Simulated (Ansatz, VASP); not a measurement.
**One calculation of MgCd5Se6, two programs**

The input INCAR:

```
PREC = Accurate ; ENCUT = 600
EDIFF = 1E-7 ; ISMEAR = 0
SIGMA = 0.1 ; LREAL = F
LASPH = T ; NELM = 60
ALGO = Normal ; ISIF = 3
LWAVE = F ; LCHARG = F
GGA = PE ; IBRION = 2
NSW = 90 ; EDIFFG = -0.04
```

KPOINTS

```
Automatic mesh
0
Gamma
  4 4 1
```

File POSCAR:

```
MgCd5Se6
1.0
    4.1649741300      0.0000000000      0.0000000000
    0.0000000000      4.1649741300      0.0000000000
    0.0000000000      0.0000000000     17.6704887000
Mg Cd Se
1 5 6
Direct
    0.5000000000      0.5000000000      0.0000000000
    0.0000000000      0.0000000000      0.8333333300
    0.0000000000      0.0000000000      0.1666666700
    0.5000000000      0.5000000000      0.3333333300
    0.0000000000      0.0000000000      0.5000000000
    0.5000000000      0.5000000000      0.6666666700
    0.0000000000      0.0000000000      0.0000000000
    0.5000000000      0.5000000000      0.1666666700
    0.0000000000      0.0000000000      0.3333333300
    0.5000000000      0.5000000000      0.5000000000
    0.0000000000      0.0000000000      0.6666666700
    0.5000000000      0.5000000000      0.8333333300
```

Input for Ansatz:

```yaml
crystal:
  lattice:
    - [4.16497413, 0.0, 0.0]
    - [0.0, 4.16497413, 0.0]
    - [0.0, 0.0, 17.6704887]
  atoms:
    - { symbol: Mg, position: [0.5, 0.5, 0.0] }
    - { symbol: Cd, position: [0.0, 0.0, 0.83333333] }
    - { symbol: Cd, position: [0.0, 0.0, 0.16666667] }
    - { symbol: Cd, position: [0.5, 0.5, 0.33333333] }
    - { symbol: Cd, position: [0.0, 0.0, 0.5] }
    - { symbol: Cd, position: [0.5, 0.5, 0.66666667] }
    - { symbol: Se, position: [0.0, 0.0, 0.0] }
    - { symbol: Se, position: [0.5, 0.5, 0.16666667] }
    - { symbol: Se, position: [0.0, 0.0, 0.33333333] }
    - { symbol: Se, position: [0.5, 0.5, 0.5] }
    - { symbol: Se, position: [0.0, 0.0, 0.66666667] }
    - { symbol: Se, position: [0.5, 0.5, 0.83333333] }
basis:
  ecutwfc: 420
kpoints:
  mp_grid: { grid: [4, 4, 1] }
hamiltonian:
  xc: pbe
scf:
  occupations: { method: gaussian, width: 0.1 }
  lower_state_search: "off"
output:
  forces: true
  stress: true
  eigenvalues: true
relax:
  adjacent_minimum: "off"
  f_tol: 0.04
  max_steps: 70
  cell: { stress_tol: 0.4 }
```

Alike in both runs: task relaxation of cell and atoms; functional PBE; k mesh 4 × 4 × 1; occupations gaussian, width 0.1 eV; no spin polarisation.

|  | VASP | Ansatz |
| --- | --- | --- |
| version | VASP 6.6.1 | Ansatz 0.2.0 |
| potentials or method | VASP PAW PBE potentials, release 64 (Mg, Cd, Se), cutoff 600 eV | scalar-relativistic, plane waves, PAW |
| valence electrons in the cell | 98 | 206 |

```csv
,VASP,Ansatz,Ansatz less VASP
"gap on the k mesh at the Fermi level, each at its own relaxed structure (eV)",none,none,-
relaxed volume (Å³/atom),23.27,23.27,-0.001
relaxed cell length with the largest relative difference (Å),17.130,17.110,-0.0202
```

A gap of «none» marks a metal or a gap that the smearing closes. VASP's potentials hold 98 valence electrons a cell and Ansatz's 206, so a difference there can come from the potentials and not from the codes.

The k mesh is coarse, so the values compare programs but aren't converged.
